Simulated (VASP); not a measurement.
# HgSb3 in VASP: single point with PBE

Aim: the single point of HgSb3 with PBE.

All numbers are computed with VASP 6.6.1; they aren't measurements. Logs are shortened: lines on timing, memory, paths and dates and some standing lists are left out, and cuts for length are marked.

## (1) The cell of the first run

The typed cell holds 4 atoms: a = 5.344 Å, b = 5.344 Å, c = 5.344 Å, α = 120.00°, β = 120.00°, γ = 90.00°.

## (2) Single point, PBE

File INCAR:

```
SYSTEM = HgSb3
PREC = Accurate ; ENCUT = 520
EDIFF = 1E-6 ; ISMEAR = 0
SIGMA = 0.1 ; LREAL = .False.
LASPH = .True. ; NELM = 60
ALGO = Normal ; ISIF = 2
LWAVE = .False. ; LCHARG = .False.
GGA = PE ; NBANDS = 22
```

File KPOINTS:

```
Automatic mesh
0
Gamma
  14 14 14
  0 0 0
```

File POSCAR:

```
HgSb3
1.0
   -2.6720822654      2.6720822654      3.7787898507
    2.6720822654     -2.6720822654      3.7787898507
    2.6720822654      2.6720822654     -3.7787898507
Hg Sb
1 3
Direct
    0.0000000000      0.0000000000      0.0000000000
    0.5000000000      0.5000000000      0.0000000000
    0.2500000000      0.7500000000      0.5000000000
    0.7500000000      0.2500000000      0.5000000000
```

Potentials or basis: VASP PAW PBE potentials, release 64 (Hg, Sb).

The run is started by

```bash
> cat potpaw_PBE.64/Hg/POTCAR potpaw_PBE.64/Sb/POTCAR > POTCAR
> mpirun -np 1 vasp_std > vasp.out
```

OUTCAR:

```text
SYSTEM = HgSb3
   PREC = Accurate
   ENCUT = 520
   EDIFF = 1E-6
   ISMEAR = 0
   LREAL = .False.
   LASPH = .True.
   NELM = 60
   ISIF = 2
   GGA = PE

 ion  position               nearest neighbor table
   1  0.000  0.000  0.000-   4 3.27   3 3.27   4 3.27   3 3.27   3 3.27   4 3.27   3 3.27   4 3.27
                             2 3.78   2 3.78   2 3.78   2 3.78   2 3.78   2 3.78
   2  0.500  0.500  0.000-   3 3.27   4 3.27   3 3.27   4 3.27   3 3.27   4 3.27   3 3.27   4 3.27
                             1 3.78   1 3.78   1 3.78   1 3.78   1 3.78   1 3.78
   3  0.250  0.750  0.500-   1 3.27   2 3.27   1 3.27   2 3.27   1 3.27   2 3.27   1 3.27   2 3.27
                             4 3.78   4 3.78   4 3.78   4 3.78   4 3.78   4 3.78
   4  0.750  0.250  0.500-   2 3.27   1 3.27   2 3.27   1 3.27   1 3.27   2 3.27   1 3.27   2 3.27
                             3 3.78   3 3.78   3 3.78   3 3.78   3 3.78   3 3.78

  LATTYP: Found a body centered tetragonal cell.
 ALAT       =     5.3441645308
 C/A-ratio  =     1.4141742190

  Lattice vectors:

 A1 = (  -2.6720822654,   2.6720822654,   3.7787898507)
 A2 = (   2.6720822654,  -2.6720822654,   3.7787898507)
 A3 = (   2.6720822654,   2.6720822654,  -3.7787898507)

Analysis of symmetry for initial positions (statically):
=====================================================================
 Subroutine PRICEL returns:
 Original cell was already a primitive cell.

 Routine SETGRP: Setting up the symmetry group for a
 body centered tetragonal supercell.

 Subroutine GETGRP returns: Found 16 space group operations
 (whereof 16 operations were pure point group operations)
 out of a pool of 16 trial point group operations.

The static configuration has the point symmetry D_4h.

Analysis of symmetry for dynamics (positions and initial velocities):
=====================================================================
 Subroutine PRICEL returns:
 Original cell was already a primitive cell.

 Routine SETGRP: Setting up the symmetry group for a
 body centered tetragonal supercell.

 Subroutine GETGRP returns: Found 16 space group operations
 (whereof 16 operations were pure point group operations)
 out of a pool of 16 trial point group operations.

The dynamic configuration has the point symmetry D_4h.

 Subroutine INISYM returns: Found 16 space group operations
 (whereof 16 operations are pure point group operations),
 and found     1 'primitive' translations

----------------------------------------------------------------------------------------

                                     Primitive cell

  volume of cell :     107.9226

  direct lattice vectors                    reciprocal lattice vectors
    -2.672082265  2.672082265  3.778789851     0.000000000  0.187119987  0.132317493
     2.672082265 -2.672082265  3.778789851     0.187119987  0.000000000  0.132317493
     2.672082265  2.672082265 -3.778789851     0.187119987  0.187119987  0.000000000

  length of vectors
     5.344090194  5.344090194  5.344090194     0.229176370  0.229176370  0.264627624

  position of ions in fractional coordinates (direct lattice)
     0.000000000  0.000000000  0.000000000
     0.500000000  0.500000000  0.000000000
     0.250000000  0.750000000  0.500000000
     0.750000000  0.250000000  0.500000000

  ion indices of the primitive-cell ions
   primitive index   ion index
                 1           1
                 2           2
                 3           3
                 4           4

----------------------------------------------------------------------------------------

 KPOINTS: Automatic mesh

Automatic generation of k-mesh.
 Grid dimensions read from file:
 generate k-points for:   14   14   14

 Generating k-lattice:

  Cartesian coordinates                     Fractional coordinates (reciprocal lattice)
     0.000000000  0.013365713  0.009451250     0.071428571 -0.000000000  0.000000000
     0.013365713  0.000000000  0.009451250    -0.000000000  0.071428571  0.000000000
     0.013365713  0.013365713  0.000000000     0.000000000  0.000000000  0.071428571

  Length of vectors
     0.016369741  0.016369741  0.018901973

  Shift w.r.t. Gamma in fractional coordinates (k-lattice)
     0.000000000  0.000000000  0.000000000

 Subroutine IBZKPT returns following result:
 ===========================================

 Found    244 irreducible k-points:

 Following reciprocal coordinates:
            Coordinates               Weight
  0.000000  0.000000  0.000000      1.000000
  0.071429 -0.000000  0.000000      8.000000
  0.142857  0.000000 -0.000000      8.000000
  0.214286  0.000000  0.000000      8.000000
  0.285714  0.000000  0.000000      8.000000
  0.357143  0.000000 -0.000000      8.000000
[... 16 lines left out ...]
  0.214286  0.142857  0.000000     16.000000
  0.285714  0.142857  0.000000     16.000000
 [... further k-points ...]
   k-points           NKPTS =    244   k-points in BZ     NKDIM =    244   number of bands    NBANDS=     22
   number of dos      NEDOS =    301   number of ions     NIONS =      4
   total plane-waves  NPLWV =  64000
   dimension x,y,z NGX =    40 NGY =   40 NGZ =   40
   dimension x,y,z NGXF=    80 NGYF=   80 NGZF=   80
   ions per type =               1   3
   NGX,Y,Z   is equivalent  to a cutoff of  12.44, 12.44, 12.44 a.u.
   NGXF,Y,Z  is equivalent  to a cutoff of  24.89, 24.89, 24.89 a.u.
 SYSTEM =  HgSb3
   PREC   = accura    normal or accurate (medium, high low for compatibility)
   ISTART =      0    job   : 0-new  1-cont  2-samecut
   ICHARG =      2    charge: 1-file 2-atom 10-const
   ISPIN  =      1    spin polarized calculation?
   LNONCOLLINEAR =      F non collinear calculations
   LSORBIT =      F    spin-orbit coupling
   LASPH  =      T    aspherical Exc in radial PAW
   ENCUT  =  520.0 eV  38.22 Ry    6.18 a.u.   9.94  9.94  9.94*2*pi/ulx,y,z
   NELM   =     60;   NELMIN=  2; NELMDL= -5     # of ELM steps
   EDIFF  = 0.1E-05   stopping-criterion for ELM
   LREAL  =      F    real-space projection
   EDIFFG = 0.1E-04   stopping-criterion for IOM
   NSW    =      0    number of steps for IOM
   IBRION =     -1    ionic relax: 0-MD 1-quasi-New 2-CG
   NFREE  =      0    steps in history (QN), initial steepest desc. (CG)
   ISIF   =      2    stress and relaxation
   ISYM   =      2    0-nonsym 1-usesym 2-fastsym
   POTIM  = 0.5000    time-step for ionic-motion
   TEBEG  =    0.0;   TEEND  =   0.0 temperature during run
   PSTRESS=    0.0 pullay stress
   NELECT =      27.0000    total number of electrons
   NUPDOWN=      -1.0000    fix difference up-down
   EMIN   =  10.00;   EMAX   =-10.00  energy-range for DOS
   EFERMI =   0.00;   METHOD = LEGACY
   ISMEAR =     0;   SIGMA  =   0.10  broadening in eV -4-tet -1-fermi 0-gaus
   EFERMI_NEDOS =   21; number of points for ismear=-14 and -15
   IALGO  =     38    algorithm
   IMIX   =      4    mixing-type and parameters
     AMIX     =   0.40;   BMIX     =  1.00
     AMIX_MAG =   1.60;   BMIX_MAG =  1.00
  volume/ion in A,a.u.               =      26.98       182.07
  Fermi-wavevector in a.u.,A,eV,Ry     =   1.031554  1.949354 14.478009  1.064104
  Thomas-Fermi vector in A             =   2.165708
   LORBIT       =      0    0 simple, 1 ext, 2 COOP (PROOUT), +10 PAW based schemes
   GGA     = PE    functional components
   LHFCALC =     F    Hartree Fock is set to
   AEXX    =    0.0000 exact exchange contribution
   IVDW    =     0    specifies the selected vdW correction
   LEPSILON=     F    determine dielectric tensor
   LRPA    =     F    only Hartree local field effects (RPA)
 non-spin polarized calculation
 Gauss-broadening in eV      SIGMA  =   0.10
  energy-cutoff  :      520.00
  volume of cell :      107.92
 maximum number of plane-waves:      2922
   NGX = 19   NGY = 19   NGZ = 19

 number of electron      27.0000001 magnetization

 Free energy of the ion-electron system (eV)
  ---------------------------------------------------
  ext. energy  EPLUGINS =         0.00000000
  ---------------------------------------------------
  free energy    TOTEN  =       -11.69793344 eV

  energy without entropy =      -11.68396983  energy(sigma->0) =      -11.69095164

 E-fermi :   6.7864     XC(G=0): -10.2205

 val. band max:        6.7815547472   @ k =   0.3571   0.1429   0.0714
 cond. band min:       6.7871114569   @ k =   0.2143   0.1429   0.0000
 fundamental gap:      0.0055567097
 Fermi energy:         6.7863669729

 k-point     1 :       0.0000    0.0000    0.0000
  band No.  band energies     occupation
      1      -5.3576      2.00000
      2      -0.9141      2.00000
      3      -0.2088      2.00000
      4      -0.2088      2.00000
      5      -0.2088      2.00000
      6       0.0667      2.00000
[... 14 lines left out ...]
     21      14.4628      0.00000
     22      14.4629      0.00000

 k-point     2 :       0.0714   -0.0000    0.0000
  band No.  band energies     occupation
      1      -5.3195      2.00000
      2      -1.0387      2.00000
      3      -0.2044      2.00000
      4      -0.2044      2.00000
      5      -0.1086      2.00000
      6       0.0632      2.00000
[... 14 lines left out ...]
     21      14.0561      0.00000
     22      14.3713      0.00000

 k-point     3 :       0.1429    0.0000   -0.0000
  band No.  band energies     occupation
      1      -5.2056      2.00000
      2      -1.3077      2.00000
      3      -0.1929      2.00000
      4      -0.1929      2.00000
      5      -0.1118      2.00000
      6       0.0543      2.00000
[... 14 lines left out ...]
     21      13.1516      0.00000
     22      14.0654      0.00000

 k-point     4 :       0.2143    0.0000    0.0000
  band No.  band energies     occupation
      1      -5.0183      2.00000
      2      -1.6492      2.00000
      3      -0.3607      2.00000
      4      -0.1791      2.00000
      5      -0.1791      2.00000
      6       0.0447      2.00000
[... 14 lines left out ...]
     21      12.2244      0.00000
     22      13.5424      0.00000

 k-point     5 :       0.2857    0.0000    0.0000
  band No.  band energies     occupation
      1      -4.7622      2.00000
      2      -2.0562      2.00000
      3      -0.5760      2.00000
      4      -0.1691      2.00000
      5      -0.1691      2.00000
      6       0.0403      2.00000
[... 14 lines left out ...]
     21      12.4609      0.00000
     22      13.2364      0.00000

 k-point     6 :       0.3571    0.0000   -0.0000
  band No.  band energies     occupation
      1      -4.4476      2.00000
      2      -2.5076      2.00000
      3      -0.7134      2.00000
      4      -0.1662      2.00000
      5      -0.1662      2.00000
      6       0.0430      2.00000
[... 14 lines left out ...]
     21      12.8207      0.00000
     22      13.9161      0.00000

 k-point     7 :       0.4286    0.0000    0.0000
  band No.  band energies     occupation
      1      -4.1039      2.00000
      2      -2.9478      2.00000
      3      -0.7809      2.00000
      4      -0.1678      2.00000
      5      -0.1677      2.00000
      6       0.0490      2.00000
[... 324 lines left out ...]
      6       0.0666      2.00000
[... 14 lines left out ...]
     21      13.3832      0.00000
     22      13.9096      0.00000

 k-point    21 :      -0.0714    0.0714    0.0000
  band No.  band energies     occupation
      1      -5.3067      2.00000
      2      -1.0714      2.00000
      3      -0.2037      2.00000
      4      -0.2037      2.00000
      5      -0.0751      2.00000
      6       0.0260      2.00000
[... 14 lines left out ...]
     21      14.1365      0.00000
     22      14.2335      0.00000

 k-point    22 :       0.1429    0.1429    0.0000
  band No.  band energies     occupation
      1      -4.9559      2.00000
      2      -1.6682      2.00000
      3      -0.6829      2.00000
      4      -0.1619      2.00000
      5      -0.0266      2.00000
      6       0.0171      2.00000
[... 14 lines left out ...]
     21      12.6810      0.00000
     22      13.2373      0.00000

 k-point    23 :       0.2143    0.1429    0.0000
  band No.  band energies     occupation
      1      -4.7245      2.00000
      2      -1.9498      2.00000
      3      -0.9767      2.00000
      4      -0.1422      2.00000
      5       0.0032      2.00000
      6       0.0050      2.00000
[... 14 lines left out ...]
     21      12.8846      0.00000
     22      13.0927      0.00000

 k-point    24 :       0.2857    0.1429    0.0000
  band No.  band energies     occupation
      1      -4.4311      2.00000
      2      -2.3174      2.00000
      3      -1.1771      2.00000
      4      -0.1314      2.00000
      5       0.0035      2.00000
      6       0.0307      2.00000
[... 14 lines left out ...]
     21      12.8153      0.00000
     22      13.6884      0.00000

 [... further k-points ...]

------------------------ aborting loop because EDIFF is reached ----------------------------------------

  FORCE on cell =-STRESS in cart. coord.  units (eV):
  Direction    XX          YY          ZZ          XY          YZ          ZX
  --------------------------------------------------------------------------------------
  -------------------------------------------------------------------------------------
  Total       -0.0538867     -0.0538867     -0.0538099      0.0000000      0.0000000      0.0000000
  in kB       -0.7999816     -0.7999816     -0.7988409      0.0000000      0.0000000      0.0000000
  external PRESSURE =      -0.7996014 kB  Pullay stress =       0.0000000 kB

 VOLUME and BASIS-vectors are now :
 -----------------------------------------------------------------------------
  energy-cutoff  :      520.00
  volume of cell :      107.92
      direct lattice vectors                 reciprocal lattice vectors
    -2.672082265  2.672082265  3.778789851     0.000000000  0.187119987  0.132317493
     2.672082265 -2.672082265  3.778789851     0.187119987  0.000000000  0.132317493
     2.672082265  2.672082265 -3.778789851     0.187119987  0.187119987  0.000000000

 POSITION                                       TOTAL-FORCE (eV/Angst)
 -----------------------------------------------------------------------------------
      0.00000      0.00000      0.00000        -0.000000     -0.000000     -0.000000
      0.00000      0.00000      3.77879        -0.000000     -0.000000     -0.000000
      2.67208      0.00000      1.88939         0.000000     -0.000000     -0.000000
      0.00000      2.67208      1.88939         0.000000      0.000000      0.000000
 -----------------------------------------------------------------------------------
    total drift:                               -0.000000     -0.000000      0.000000

  FREE ENERGIE OF THE ION-ELECTRON SYSTEM (eV)
  ---------------------------------------------------
  free  energy   TOTEN  =       -11.6979334435 eV

  energy  without entropy=      -11.6839698294  energy(sigma->0) =      -11.69095164
```

Run time: 3.5 min. Hardware: 1 thread of Intel Xeon 6975P-C (Granite Rapids), shared host; peak memory 0.65 GiB.

Results:

* Free energy: -11.6979 eV
* Pressure: -0.1 GPa
* Band gap on the k mesh: zero (an odd number of electrons rules out a gap without spin polarisation)

Caveat: spin-orbit coupling is left out, which moves the levels of the heavy elements; an odd number of electrons without spin polarisation forces a metal; a magnetic or distorted state may lie lower.
